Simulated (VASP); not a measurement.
**SiO2: single point with PBE**

Crystal: SiO2.

```
Si O
1.0
     4.29062    0.00000    0.00000
     0.00000    4.29062    0.00000
     0.00000    0.00000    2.70113
Si O
2 4
Direct
  0.00000 0.00000 0.00000
  0.50000 0.50000 0.50000
  0.30858 0.30858 0.00000
  0.19142 0.80858 0.50000
  0.69142 0.69142 0.00000
  0.80858 0.19142 0.50000
```

```
Program                : VASP 6.6.1
Task                   : single point
Functional             : PBE
Potentials or basis    : VASP PAW PBE potentials, release 64 (Si, O)
Cutoff                 : 520 eV
k mesh                 : 6 × 6 × 8
Occupations            : gaussian, width 0.02 eV
Spin                   : no spin polarisation
Dipole correction      : no
Further INCAR settings : ALGO = Normal; EDIFF = 1e-06; NBANDS = 25
```

```json
{
  "Pressure": "-6.8 GPa",
  "Largest force": "0.021 eV/Å",
  "Band gap on the k mesh": "4.63 eV"
}
```

Forces in eV/Å, atoms in the order of the input:
```
Si   0.000  0.000  0.000
Si   0.000  0.000  0.000
O   -0.015 -0.015  0.000
O    0.015 -0.015  0.000
O    0.015  0.015  0.000
O   -0.015  0.015  0.000
```

Stress tensor (GPa, compression positive):
```
-7.06  0.00  0.00
 0.00 -7.06  0.00
 0.00  0.00 -6.40
```

Levels at points of the mesh, in eV from the valence-band top:
| k point | band 12 | band 13 | band 14 | band 15 | band 16 | band 17 | band 18 | band 19 | band 20 | band 21 |
| --- | --- | --- | --- | --- | --- | --- | --- | --- | --- | --- |
| (0.00, 0.00, 0.00) | -2.91 | -2.50 | -0.82 | -0.82 | 0.00 | 4.63 | 6.57 | 8.20 | 8.20 | 11.09 |
| (0.50, 0.00, 0.00) | -3.52 | -2.54 | -2.54 | -1.03 | -1.03 | 6.98 | 6.98 | 8.79 | 8.79 | 10.47 |
| (0.50, 0.50, 0.00) | -3.01 | -2.37 | -2.37 | -2.08 | -2.08 | 6.70 | 6.70 | 9.60 | 9.60 | 12.16 |
| (0.00, 0.00, 0.50) | -4.28 | -2.68 | -2.68 | -2.47 | -2.47 | 8.28 | 8.28 | 11.63 | 11.63 | 12.11 |
| (0.50, 0.00, 0.50) | -3.62 | -2.14 | -2.14 | -1.58 | -1.58 | 8.17 | 8.17 | 9.06 | 9.06 | 11.99 |
| (0.50, 0.50, 0.50) | -4.18 | -1.73 | -1.73 | -1.38 | -1.38 | 6.57 | 6.57 | 10.34 | 10.34 | 11.57 |

It took 100 s on 1 thread of Intel Xeon 8259CL (shared host), peak memory 0.18 GiB.

Caveat: the cell stands under tension. A k mesh can miss the band edges.
